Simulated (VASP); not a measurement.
Write the native input for VASP 6.6.1 that does the following.

- Task: relaxation of cell and atoms
- Functional: PBE
- Potentials or basis: VASP PAW PBE potentials, release 64 (Ta_pv, Si)
- Cutoff: 600 eV
- k mesh: 6 × 6 × 2
- Occupations: gaussian, width 0.1 eV
- Spin: no spin polarisation
- Dipole correction: no
- Further INCAR settings: ALGO = Normal; EDIFF = 1e-06; IBRION = 2; EDIFFG = -0.04; NSW = 90; ISIF = 3

The structure of TaSi3 lies in POSCAR:

```
TaSi3
1.0
    2.6711763600      0.0000000000      0.0000000000
    0.0000000000      2.6711763600      0.0000000000
    0.0000000000      0.0000000000      8.7924244200
Ta Si
1 3
Direct
    0.0000000000      0.0000000000      0.0000000000
    0.5000000000      0.5000000000      0.7342755200
    0.0000000000      0.0000000000      0.5000000000
    0.5000000000      0.5000000000      0.2657244800
```

These files were run (other wordings do the same):

INCAR

```
PREC = Accurate
ENCUT = 600
EDIFF = 1E-6
ISMEAR = 0
SIGMA = 0.1
LREAL = F
LASPH = T
NELM = 100
ALGO = Normal
ISIF = 3
LWAVE = F
LCHARG = F
GGA = PE
IBRION = 2
NSW = 90
EDIFFG = -0.04
```

KPOINTS

```
Automatic mesh
0
Gamma
  6 6 2
```

Potentials or basis: VASP PAW PBE potentials, release 64 (Ta_pv, Si).

Run with:

```bash
$ cat potpaw_PBE.64/Ta_pv/POTCAR potpaw_PBE.64/Si/POTCAR > POTCAR
$ mpirun -np 1 vasp_std > vasp.out
```

Results of the run:

```json
{"Relaxed volume": "14.96 Å³/atom", "Relaxed cell": "a = 2.816 Å, b = 2.816 Å, c = 7.542 Å, α = 90.00°, β = 90.00°, γ = 90.00°", "Space group after relaxing (to 0.05 Å)": "P4/mmm (No. 123)", "Energy gained by relaxing": "247.6 meV/atom", "Ionic steps": "12", "Pressure after relaxing": "0.4 GPa", "Largest force after relaxing": "0.008 eV/Å"}
```

Caveat: the k points lie up to 0.42 Å⁻¹ apart in the final cell.

Wall time 74 s on 1 thread of Intel(R) Xeon(R) 6975P-C (Granite Rapids) (shared host), peak memory 0.22 GiB.
